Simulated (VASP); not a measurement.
# TiAl (P4/mmm) in VASP: a series of runs, part 2 of 2

VASP 6.6.1.

### 3 Single point, LDA (strain +0.080 along x and y, +0.040 along z)

INCAR reads:

```
SYSTEM = TiAl
ALGO = Fast
EDIFF = 1E-6
ENCUT = 520
ISIF = 2
ISMEAR = 0
LASPH = .True.
LCHARG = .False.
LREAL = .False.
LWAVE = .False.
NBANDS = 14
NELM = 80
PREC = Accurate
SIGMA = 0.15
```

KPOINTS reads:

```
k-points
0
Gamma
  16 16 16
  0 0 0
```

POSCAR reads:

```
TiAl
1.0
    3.4333891200      0.0000000000      0.0000000000
    0.0000000000      3.4333891200      0.0000000000
    0.0000000000      0.0000000000      3.3062265600
Ti Al
1 1
Direct
    0.0000000000      0.0000000000      0.0000000000
    0.5000000000      0.5000000000      0.5000000000
```

Potentials or basis: VASP PAW LDA potentials, release 64 (Ti_sv, Al).

Started as:

```
cat potpaw_LDA.64/Ti_sv/POTCAR potpaw_LDA.64/Al/POTCAR > POTCAR
mpirun -np 1 vasp_std > vasp.out
```

OUTCAR:

```text
SYSTEM = TiAl
   EDIFF = 1E-6
   ENCUT = 520
   ISIF = 2
   ISMEAR = 0
   LASPH = .True.
   LREAL = .False.
   NELM = 80
   PREC = Accurate

 ion  position               nearest neighbor table
   1  0.000  0.000  0.000-   2 2.94   2 2.94   2 2.94   2 2.94   2 2.94   2 2.94   2 2.94   2 2.94

   2  0.500  0.500  0.500-   1 2.94   1 2.94   1 2.94   1 2.94   1 2.94   1 2.94   1 2.94   1 2.94

  LATTYP: Found a simple tetragonal cell.
 ALAT       =     3.4333891200
 C/A-ratio  =     0.9629629630

  Lattice vectors:

 A1 = (   3.4333891200,   0.0000000000,   0.0000000000)
 A2 = (   0.0000000000,   3.4333891200,   0.0000000000)
 A3 = (   0.0000000000,   0.0000000000,   3.3062265600)

Analysis of symmetry for initial positions (statically):
=====================================================================
 Subroutine PRICEL returns:
 Original cell was already a primitive cell.

 Routine SETGRP: Setting up the symmetry group for a
 simple tetragonal supercell.

 Subroutine GETGRP returns: Found 16 space group operations
 (whereof 16 operations were pure point group operations)
 out of a pool of 16 trial point group operations.

The static configuration has the point symmetry D_4h.

Analysis of symmetry for dynamics (positions and initial velocities):
=====================================================================
 Subroutine PRICEL returns:
 Original cell was already a primitive cell.

 Routine SETGRP: Setting up the symmetry group for a
 simple tetragonal supercell.

 Subroutine GETGRP returns: Found 16 space group operations
 (whereof 16 operations were pure point group operations)
 out of a pool of 16 trial point group operations.

The dynamic configuration has the point symmetry D_4h.

 Subroutine INISYM returns: Found 16 space group operations
 (whereof 16 operations are pure point group operations),
 and found     1 'primitive' translations

----------------------------------------------------------------------------------------

                                     Primitive cell

  volume of cell :      38.9743

  direct lattice vectors                    reciprocal lattice vectors
     3.433389120  0.000000000  0.000000000     0.291257403  0.000000000  0.000000000
     0.000000000  3.433389120  0.000000000     0.000000000  0.291257403  0.000000000
     0.000000000  0.000000000  3.306226560     0.000000000  0.000000000  0.302459611

  length of vectors
     3.433389120  3.433389120  3.306226560     0.291257403  0.291257403  0.302459611

  position of ions in fractional coordinates (direct lattice)
     0.000000000  0.000000000  0.000000000
     0.500000000  0.500000000  0.500000000

  ion indices of the primitive-cell ions
   primitive index   ion index
                 1           1
                 2           2

----------------------------------------------------------------------------------------

 KPOINTS: k-points

Automatic generation of k-mesh.
 Grid dimensions read from file:
 generate k-points for:   16   16   16

 Generating k-lattice:

  Cartesian coordinates                     Fractional coordinates (reciprocal lattice)
     0.018203588  0.000000000  0.000000000     0.062500000  0.000000000  0.000000000
     0.000000000  0.018203588  0.000000000     0.000000000  0.062500000  0.000000000
     0.000000000  0.000000000  0.018903726     0.000000000  0.000000000  0.062500000

  Length of vectors
     0.018203588  0.018203588  0.018903726

  Shift w.r.t. Gamma in fractional coordinates (k-lattice)
     0.000000000  0.000000000  0.000000000

 Subroutine IBZKPT returns following result:
 ===========================================

 Found    405 irreducible k-points:

 Following reciprocal coordinates:
            Coordinates               Weight
  0.000000  0.000000  0.000000      1.000000
  0.062500  0.000000  0.000000      4.000000
  0.125000  0.000000  0.000000      4.000000
  0.187500  0.000000  0.000000      4.000000
  0.250000  0.000000  0.000000      4.000000
  0.312500  0.000000  0.000000      4.000000
[... 16 lines left out ...]
  0.437500  0.125000  0.000000      8.000000
  0.500000  0.125000  0.000000      4.000000
 [... further k-points ...]
   k-points           NKPTS =    405   k-points in BZ     NKDIM =    405   number of bands    NBANDS=     14
   number of dos      NEDOS =    301   number of ions     NIONS =      2
   total plane-waves  NPLWV =  21952
   dimension x,y,z NGX =    28 NGY =   28 NGZ =   28
   dimension x,y,z NGXF=    56 NGYF=   56 NGZF=   56
   ions per type =               1   1
   NGX,Y,Z   is equivalent  to a cutoff of  13.56, 13.56, 14.08 a.u.
   NGXF,Y,Z  is equivalent  to a cutoff of  27.12, 27.12, 28.16 a.u.
 SYSTEM =  TiAl
   PREC   = accura    normal or accurate (medium, high low for compatibility)
   ISTART =      0    job   : 0-new  1-cont  2-samecut
   ICHARG =      2    charge: 1-file 2-atom 10-const
   ISPIN  =      1    spin polarized calculation?
   LNONCOLLINEAR =      F non collinear calculations
   LSORBIT =      F    spin-orbit coupling
   LASPH  =      T    aspherical Exc in radial PAW
   ENCUT  =  520.0 eV  38.22 Ry    6.18 a.u.   6.38  6.38  6.15*2*pi/ulx,y,z
   NELM   =     80;   NELMIN=  2; NELMDL= -5     # of ELM steps
   EDIFF  = 0.1E-05   stopping-criterion for ELM
   LREAL  =      F    real-space projection
   EDIFFG = 0.1E-04   stopping-criterion for IOM
   NSW    =      0    number of steps for IOM
   IBRION =     -1    ionic relax: 0-MD 1-quasi-New 2-CG
   NFREE  =      0    steps in history (QN), initial steepest desc. (CG)
   ISIF   =      2    stress and relaxation
   ISYM   =      2    0-nonsym 1-usesym 2-fastsym
   POTIM  = 0.5000    time-step for ionic-motion
   TEBEG  =    0.0;   TEEND  =   0.0 temperature during run
   PSTRESS=    0.0 pullay stress
   NELECT =      15.0000    total number of electrons
   NUPDOWN=      -1.0000    fix difference up-down
   EMIN   =  10.00;   EMAX   =-10.00  energy-range for DOS
   EFERMI =   0.00;   METHOD = LEGACY
   ISMEAR =     0;   SIGMA  =   0.15  broadening in eV -4-tet -1-fermi 0-gaus
   EFERMI_NEDOS =   21; number of points for ismear=-14 and -15
   IALGO  =     68    algorithm
   IMIX   =      4    mixing-type and parameters
     AMIX     =   0.40;   BMIX     =  1.00
     AMIX_MAG =   1.60;   BMIX_MAG =  1.00
  volume/ion in A,a.u.               =      19.49       131.51
  Fermi-wavevector in a.u.,A,eV,Ry     =   1.190819  2.250321 19.293735  1.418050
  Thomas-Fermi vector in A             =   2.326895
   LORBIT       =      0    0 simple, 1 ext, 2 COOP (PROOUT), +10 PAW based schemes
   GGA     = CA    functional components
   LHFCALC =     F    Hartree Fock is set to
   AEXX    =    0.0000 exact exchange contribution
   IVDW    =     0    specifies the selected vdW correction
   LEPSILON=     F    determine dielectric tensor
   LRPA    =     F    only Hartree local field effects (RPA)
 non-spin polarized calculation
 RMM-DIIS sequential band-by-band and
 Gauss-broadening in eV      SIGMA  =   0.15
  energy-cutoff  :      520.00
  volume of cell :       38.97
 maximum number of plane-waves:      1072
 NGX is ok and might be reduce to    28
   NGX = 13   NGY = 13   NGZ = 13

 number of electron      14.9999997 magnetization

 Free energy of the ion-electron system (eV)
  ---------------------------------------------------
  ext. energy  EPLUGINS =         0.00000000
  ---------------------------------------------------
  free energy    TOTEN  =       -12.72054903 eV

  energy without entropy =      -12.68146564  energy(sigma->0) =      -12.70100733

 E-fermi :   6.5978     XC(G=0): -10.4984

 val. band max:        6.5954731690   @ k =   0.1875   0.1875   0.5000
 cond. band min:       6.5988320381   @ k =   0.5000   0.2500   0.1875
 fundamental gap:      0.0033588691
 Fermi energy:         6.5978099642

 k-point     1 :       0.0000    0.0000    0.0000
  band No.  band energies     occupation
      1     -49.9383      2.00000
      2     -26.5431      2.00000
      3     -26.5431      2.00000
      4     -26.5040      2.00000
      5      -1.7200      2.00000
      6       5.5616      2.00000
      7       5.6181      2.00000
      8       7.8682      0.00000
      9       8.0144      0.00000
     10       8.0144      0.00000
     11       9.9481      0.00000
     12       9.9481      0.00000
     13      10.8473      0.00000
     14      14.4111      0.00000
[... 377 lines left out ...]
      1     -49.9322      2.00000
      2     -26.6162      2.00000
      3     -26.5472      2.00000
      4     -26.4970      2.00000
      5       0.9813      2.00000
      6       2.2595      2.00000
      7       6.2507      1.99893
      8       6.3128      1.99280
      9       6.9625      0.00058
     10       8.0018      0.00000
     11       8.7588      0.00000
     12      12.0511      0.00000
     13      13.3076      0.00000
     14      14.5862      0.00000

 [... further k-points ...]
[... 5 lines left out ...]
  --------------------------------------------------------------------------------------
  -------------------------------------------------------------------------------------
  Total       -4.3411510     -4.3411510     -4.7624577      0.0000000      0.0000000      0.0000000
  in kB     -178.4583263   -178.4583263   -195.7776244      0.0000000      0.0000000      0.0000000
  external PRESSURE =    -184.2314257 kB  Pullay stress =       0.0000000 kB

 VOLUME and BASIS-vectors are now :
 -----------------------------------------------------------------------------
  energy-cutoff  :      520.00
  volume of cell :       38.97
      direct lattice vectors                 reciprocal lattice vectors
     3.433389120  0.000000000  0.000000000     0.291257403  0.000000000  0.000000000
     0.000000000  3.433389120  0.000000000     0.000000000  0.291257403  0.000000000
     0.000000000  0.000000000  3.306226560     0.000000000  0.000000000  0.302459611

 POSITION                                       TOTAL-FORCE (eV/Angst)
 -----------------------------------------------------------------------------------
      0.00000      0.00000      0.00000         0.000000      0.000000      0.000000
      1.71669      1.71669      1.65311         0.000000      0.000000      0.000000
 -----------------------------------------------------------------------------------
    total drift:                               -0.000000     -0.000000     -0.000000

  FREE ENERGIE OF THE ION-ELECTRON SYSTEM (eV)
  ---------------------------------------------------
  free  energy   TOTEN  =       -12.7205490313 eV

  energy  without entropy=      -12.6814656373  energy(sigma->0) =      -12.70100733
```

stdout:

```text
POSCAR found type information on POSCAR TiAl
 POSCAR found :  2 types and       2 ions
 scaLAPACK will be used
 LDA part: xc-table for (Slater(with rela. corr.)+CA(PZ))
 , standard interpolation
 POSCAR, INCAR and KPOINTS ok, starting setup
 FFT: planning ... GRIDC
 FFT: planning ... GRID_SOFT
 FFT: planning ... GRID
 WAVECAR not read
 entering main loop
WARNING in EDDRMM: call to ZHEGV failed, returncode =   8  4     14
WARNING in EDDRMM: call to ZHEGV failed, returncode =   6  3      6
WARNING in EDDRMM: call to ZHEGV failed, returncode =   6  3      8
WARNING in EDDRMM: call to ZHEGV failed, returncode =   6  3     10
WARNING in EDDRMM: call to ZHEGV failed, returncode =   6  3     13
```

Wall time 14 min (1 thread of Intel Xeon 8259CL, shared host); peak memory 0.33 GiB.

What came out:

| Quantity | Value |
| --- | --- |
| Free energy | -12.7205 eV |
| Pressure | -18.4 GPa |
| Band gap on the k mesh | zero (an odd number of electrons rules out a gap without spin polarisation) |

Caveat: the cell differs from its parent crystal (strain +0.080 along x and y, +0.040 along z); the cell stands under tension.
